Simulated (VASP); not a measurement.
Here is a VASP 6.6.1 calculation.

File INCAR:

```
SYSTEM = Pt
PREC     = Accurate       ! precision mode
ENCUT    = 520            ! plane-wave cutoff, eV
EDIFF    = 1E-6           ! SCF threshold, eV
ISMEAR   = -1             ! smearing method
SIGMA    = 0.1            ! smearing width, eV
LREAL    = .FALSE.        ! projectors in reciprocal space
LASPH    = .TRUE.         ! aspherical terms in the spheres
NELM     = 100            ! most SCF steps
ALGO     = Normal         ! electronic algorithm
ISIF     = 2              ! what is computed and relaxed
LWAVE    = .FALSE.        ! write WAVECAR
LCHARG   = .TRUE.         ! write CHGCAR
GGA      = PS             ! functional
LELF     = .TRUE.         ! ELF
LVHAR    = .TRUE.       
NBANDS   = 11             ! bands
```

Contents of KPOINTS:

```
Automatic mesh
0
G
  17 17 17
  0 0 0
```

Contents of POSCAR:

```
Pt
1.0
    0.0000000000      1.9598399806      1.9598399806
    1.9598399806      0.0000000000      1.9598399806
    1.9598399806      1.9598399806      0.0000000000
Pt
1
Direct
    0.0000000000      0.0000000000      0.0000000000
```

Potentials or basis: VASP PAW PBE potentials, release 64 (Pt).

The run is started by

```console
$ cat potpaw_PBE.64/Pt/POTCAR > POTCAR
$ mpirun -np 1 vasp_std > vasp.out
```

Problem. Predict the band gap on the k mesh.

Solution. Zero (band 5 reaches 11.59 eV, above the bottom of band 6 at 9.40 eV).

Problem. Estimate the pressure.

Solution. -0.4 GPa.

Caveat: the PAW data sets were made with another functional, which shifts forces and pressure a little; spin-orbit coupling is left out, which moves the levels of the heavy elements.
